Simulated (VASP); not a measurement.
## VSi2: single point with PBEsol

VSi2:

```
Si V
1.0
    -1.55533    1.55533    3.87607
     1.55533   -1.55533    3.87607
     1.55533    1.55533   -3.87607
Si V
2 1
Direct
  0.33541 0.33541 0.00000
  0.66459 0.66459 0.00000
  0.00000 0.00000 0.00000
```

| Item | Value |
| --- | --- |
| Program | VASP 6.6.1 |
| Task | single point |
| Functional | PBEsol |
| Potentials or basis | VASP PAW PBE potentials, release 64 (Si, V_sv) |
| Cutoff | 520 eV |
| k mesh | 8 × 8 × 8 |
| Occupations | gaussian, width 0.1 eV |
| Spin | no spin polarisation |
| Dipole correction | no |
| Further INCAR settings | ALGO = Normal; EDIFF = 1e-07; NBANDS = 18 |

```
Pressure      : 0.3 GPa
Largest force : 0.009 eV/Å
```

Forces on the atoms (eV/Å):
```
Si   0.000  0.000  0.009
Si   0.000  0.000 -0.009
V    0.000  0.000  0.000
```

Stress tensor (GPa, compression positive):
```
0.27 0.00 0.00
0.00 0.27 0.00
0.00 0.00 0.40
```

Levels at points of the mesh, in eV from the Fermi level:
```tsv
k point	band 7	band 8	band 9	band 10	band 11	band 12	band 13	band 14
(0.00, 0.00, 0.00)	-3.07	-1.25	-1.18	-1.18	1.27	3.61	4.11	4.29
(0.50, 0.00, 0.00)	-4.26	-3.77	-0.99	-0.94	0.64	2.43	3.75	4.31
(0.50, 0.50, 0.00)	-5.45	-4.42	-3.30	-1.53	-1.22	2.44	2.75	3.07
(0.50, 0.50, 0.50)	-1.76	-0.83	0.35	0.35	0.58	0.58	1.35	5.96
```

Run time: 27 s on 1 thread of Intel(R) Xeon(R) 6975P-C (Granite Rapids) (shared host), peak memory 0.21 GiB.

Caveat: the PAW data sets were made with another functional, which shifts forces and pressure a little.
